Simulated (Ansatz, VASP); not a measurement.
# BN: VASP beside Ansatz

File INCAR:

```
PREC = Accurate ; ENCUT = 520
EDIFF = 1E-6 ; ISMEAR = 0
SIGMA = 0.05 ; LREAL = F
LASPH = T ; NELM = 100
ALGO = Normal ; ISIF = 2
LWAVE = F ; LCHARG = T
GGA = PE ; LELF = T
LVHAR = T ; NBANDS = 36
```

Contents of KPOINTS:

```
Automatic mesh
0
Gamma
  10 10 2
```

Contents of POSCAR:

```
BN
1.0
   -2.5545800960      0.0000000000      0.0000000000
   -1.2772900480     -2.2123312592      0.0000000000
   -3.1930973910     -1.8435356383     12.6735436055
B N
6 6
Direct
    0.6146532321      0.6146532321      0.0624186182
    0.3368865654      0.3368865654      0.3957519516
    0.0591198988      0.0591198988      0.7290852849
   -0.4130967679     -0.4130967679      0.8957519516
    0.1424365654      0.1424365654      0.2290852849
   -0.1353301012     -0.1353301012      0.5624186182
   -0.1145921221     -0.1145921221      0.9375480484
    0.4409412112      0.4409412112      0.2708813818
    0.1631745446      0.1631745446      0.6042147151
   -0.3090421221     -0.3090421221      0.7708813818
    0.2464912112      0.2464912112      0.1042147151
   -0.0312754554     -0.0312754554      0.4375480484
```

Input for Ansatz:

```yaml
crystal:
  lattice:
    - [-2.554580096, 0.0, 0.0]
    - [-1.277290048, -2.2123312592, 0.0]
    - [-3.193097391, -1.8435356383, 12.6735436055]
  atoms:
    - { symbol: B, position: [0.6146532321, 0.6146532321, 0.0624186182] }
    - { symbol: B, position: [0.3368865654, 0.3368865654, 0.3957519516] }
    - { symbol: B, position: [0.0591198988, 0.0591198988, 0.7290852849] }
    - { symbol: B, position: [-0.4130967679, -0.4130967679, 0.8957519516] }
    - { symbol: B, position: [0.1424365654, 0.1424365654, 0.2290852849] }
    - { symbol: B, position: [-0.1353301012, -0.1353301012, 0.5624186182] }
    - { symbol: "N", position: [-0.1145921221, -0.1145921221, 0.9375480484] }
    - { symbol: "N", position: [0.4409412112, 0.4409412112, 0.2708813818] }
    - { symbol: "N", position: [0.1631745446, 0.1631745446, 0.6042147151] }
    - { symbol: "N", position: [-0.3090421221, -0.3090421221, 0.7708813818] }
    - { symbol: "N", position: [0.2464912112, 0.2464912112, 0.1042147151] }
    - { symbol: "N", position: [-0.0312754554, -0.0312754554, 0.4375480484] }
basis:
  ecutwfc: 420
kpoints:
  mp_grid: { grid: [10, 10, 2] }
hamiltonian:
  xc: pbe
scf:
  occupations: { method: gaussian, width: 0.05 }
output:
  forces: true
  stress: true
  eigenvalues: true
```

Alike in both runs: task single point; functional PBE; k mesh 10 × 10 × 2; occupations gaussian, width 0.05 eV; no spin polarisation.

|  | VASP | Ansatz |
| --- | --- | --- |
| version | VASP 6.6.1 | Ansatz 0.2.0 |
| potentials or method | VASP PAW PBE potentials, release 64 (B, N), cutoff 520 eV | scalar-relativistic, plane waves, PAW |
| valence electrons in the cell | 48 | 48 |

|  | VASP | Ansatz | Ansatz less VASP |
| --- | --- | --- | --- |
| gap on the k mesh at the Fermi level (eV) | 3.72 | 3.73 | +0.007 |
| least direct gap on the mesh (eV) | 5.65 | 5.66 | +0.009 |
| pressure (GPa) | 0.0 | -0.2 | -0.22 |
| traceless stress, the component that is largest in VASP (GPa) | -10.29 | -10.28 | +0.010 |
| rms of the force components (eV/Å) | 0.640 | 0.641 | +0.0005 |

Atom by atom the forces differ by 0.003 eV/Å (rms over components).
